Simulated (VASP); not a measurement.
# AlN (aluminium nitride) (P6_3mc) in VASP: further runs, part 2 of 2

VASP 6.6.1. The steps go on from the part before.

**3. Relaxation of cell and atoms, r2SCAN**

This run uses another cell than the first one, of 10.44 Å³/atom, 1.004 times its volume.

POSCAR

```
AlN
1.0
    3.1120000000      0.0000000000      0.0000000000
   -1.5560000000      2.6950710566      0.0000000000
    0.0000000000      0.0000000000      4.9800000000
Al N
2 2
Direct
    0.3333333333      0.6666666667      0.0000000000
    0.6666666667      0.3333333333      0.5000000000
    0.3333333333      0.6666666667      0.3818000000
    0.6666666667      0.3333333333      0.8818000000
```

INCAR.step1

```
PREC = Accurate
ENCUT = 600
ISMEAR = 0
SIGMA = 0.01
LREAL = F
LASPH = T
NELM = 60
GGA = PE
ALGO = Normal
EDIFF = 1E-4
LWAVE = T
LCHARG = F
```

INCAR.step2

```
PREC = Accurate
ENCUT = 600
EDIFF = 1E-6
ISMEAR = 0
SIGMA = 0.01
LREAL = F
LASPH = T
NELM = 60
ALGO = Normal
ISIF = 3
LWAVE = F
LCHARG = F
METAGGA = R2SCAN
LMIXTAU = T
IBRION = 2
NSW = 80
EDIFFG = -0.002
ISTART = 1
```

KPOINTS

```
Automatic mesh
0
Gamma
  10 10 6
```

Potentials or basis: VASP PAW PBE potentials, release 64 (Al, N).

Command:

```console
$ cat potpaw_PBE.64/Al/POTCAR potpaw_PBE.64/N/POTCAR > POTCAR
$ cp INCAR.step1 INCAR
$ mpirun -np 1 vasp_std > vasp.out
$ cp INCAR.step2 INCAR
$ mpirun -np 1 vasp_std > vasp.out
```

OUTCAR:

```text
PREC = Accurate
   ENCUT = 600
   EDIFF = 1E-6
   ISMEAR = 0
   LREAL = F
   LASPH = T
   NELM = 60
   ISIF = 3
   METAGGA = R2SCAN
   IBRION = 2
   NSW = 80
   EDIFFG = -0.002
   ISTART = 1

 ion  position               nearest neighbor table
   1  0.333  0.667  0.000-   4 1.89   4 1.89   4 1.89   3 1.90   2 3.07   2 3.07   2 3.07   2 3.07
                             2 3.07   2 3.07
   2  0.667  0.333  0.500-   3 1.89   3 1.89   3 1.89   4 1.90   1 3.07   1 3.07   1 3.07   1 3.07
                             1 3.07   1 3.07
   3  0.333  0.667  0.382-   2 1.89   2 1.89   2 1.89   1 1.90
   4  0.667  0.333  0.882-   1 1.89   1 1.89   1 1.89   2 1.90

  LATTYP: Found a hexagonal cell.
 ALAT       =     3.1120000000
 C/A-ratio  =     1.6002570694

  Lattice vectors:

 A1 = (   3.1120000000,   0.0000000000,   0.0000000000)
 A2 = (  -1.5560000000,   2.6950710566,   0.0000000000)
 A3 = (   0.0000000000,   0.0000000000,   4.9800000000)

Analysis of symmetry for initial positions (statically):
=====================================================================
 Subroutine PRICEL returns:
 Original cell was already a primitive cell.

 Routine SETGRP: Setting up the symmetry group for a
 hexagonal supercell.

 Subroutine GETGRP returns: Found 12 space group operations
[... 182 lines left out ...]
  in kB      -12.8745028    -12.8745028     -7.5282535      0.0000000      0.0000000     -0.0000000
  external PRESSURE =     -11.0924197 kB  Pullay stress =       0.0000000 kB
[... 253 lines left out ...]
--------------------------------------- Ionic step        8  -------------------------------------------

 number of electron      15.9999999 magnetization

 Free energy of the ion-electron system (eV)
  ---------------------------------------------------
  ext. energy  EPLUGINS =         0.00000000
  ---------------------------------------------------
  free energy    TOTEN  =       -38.45581740 eV

  energy without entropy =      -38.45581740  energy(sigma->0) =      -38.45581740

 E-fermi :   6.0365     XC(G=0): -11.4233

 val. band max:        5.9316823754   @ k =   0.0000   0.0000   0.0000
 cond. band min:      10.8660178733   @ k =   0.0000   0.0000   0.0000
 fundamental gap:      4.9343354979
 Fermi energy:         6.0365150829

 k-point     1 :       0.0000    0.0000    0.0000
  band No.  band energies     occupation
      1     -10.0578      2.00000
      2      -7.9317      2.00000
      3      -0.1442      2.00000
      4       5.0475      2.00000
      5       5.0475      2.00000
      6       5.7082      2.00000
      7       5.7082      2.00000
      8       5.9317      2.00000
      9      10.8660      0.00000
     10      13.4867      0.00000
     11      17.5585      0.00000
     12      17.9889      0.00000
[... 331 lines left out ...]
 k-point    24 :       0.4000    0.1000    0.1667
  band No.  band energies     occupation
      1      -8.0850      2.00000
      2      -7.4327      2.00000
      3       0.4540      2.00000
      4       1.4782      2.00000
      5       2.8218      2.00000
      6       3.6070      2.00000
      7       4.4962      2.00000
      8       4.8383      2.00000
      9      12.1411      0.00000
     10      13.1373      0.00000
     11      15.6673      0.00000
     12      16.6496      0.00000

 [... further k-points ...]
[... 5 lines left out ...]
  --------------------------------------------------------------------------------------
  -------------------------------------------------------------------------------------
  Total        0.0028944      0.0028944     -0.0060097      0.0000000      0.0000000     -0.0000000
  in kB        0.1116068      0.1116068     -0.2317301      0.0000000      0.0000000     -0.0000000
  external PRESSURE =      -0.0028388 kB  Pullay stress =       0.0000000 kB
[... 19 lines left out ...]
  FREE ENERGIE OF THE ION-ELECTRON SYSTEM (eV)
  ---------------------------------------------------
  free  energy   TOTEN  =       -38.4558173990 eV

  energy  without entropy=      -38.4558173990  energy(sigma->0) =      -38.45581740

 reached required accuracy - stopping structural energy minimisation
```

Wall time 8.1 min (1 thread of AMD EPYC 9R14 (Zen 4), shared host); peak memory 0.17 GiB.

What came out:

```
Free energy                            : -38.4558 eV
Relaxed volume                         : 10.39 Å³/atom
Relaxed cell                           : a = 3.105 Å, b = 3.105 Å, c = 4.976 Å, α = 90.00°, β = 90.00°, γ = 120.00°
Space group after relaxing (to 0.05 Å) : P6_3mc (No. 186)
Energy gained by relaxing              : 0.2 meV/atom
Ionic steps                            : 8
Pressure after relaxing                : 0.0 GPa
Band gap on the k mesh                 : 4.93 eV, direct
```

Step by step:
```
step  energy change (eV)  largest force (eV/Å)  pressure (GPa)  volume (Å³)
   1              0.0000                0.0037           -1.11        41.77
   2              0.0001                0.0165            1.13        41.33
   3             -0.0008                0.0056           -0.05        41.56
   4             -0.0008                0.0061            0.01        41.55
   5             -0.0008                0.0014            0.01        41.55
   6             -0.0008                0.0034            0.00        41.55
   7             -0.0008                0.0014           -0.01        41.55
   8             -0.0008                0.0018            0.00        41.55
```

Final structure:
```
Al N
1.0
     3.10506    0.00000    0.00000
    -1.55253    2.68906    0.00000
     0.00000    0.00000    4.97633
Al N
2 2
Direct
  0.33333 0.66667 0.00010
  0.66667 0.33333 0.50010
  0.33333 0.66667 0.38170
  0.66667 0.33333 0.88170
```

Levels at points of the mesh, in eV from the valence-band top:
```csv
k point,band 5,band 6,band 7,band 8,band 9,band 10,band 11,band 12
"(0.00, 0.00, 0.00)",-0.88,-0.22,-0.22,0.00,4.93,7.56,11.63,12.06
"(0.50, 0.00, 0.00)",-3.39,-2.14,-1.77,-0.71,6.45,6.57,9.07,11.27
"(0.00, 0.00, 0.50)",-0.56,-0.56,-0.56,-0.56,7.27,7.27,11.33,11.33
"(0.50, 0.00, 0.50)",-1.50,-1.50,-1.39,-1.39,6.01,6.01,10.16,10.16
```

Caveat: the PAW data sets were made with another functional, which shifts forces and pressure a little. A k mesh can miss the band edges.
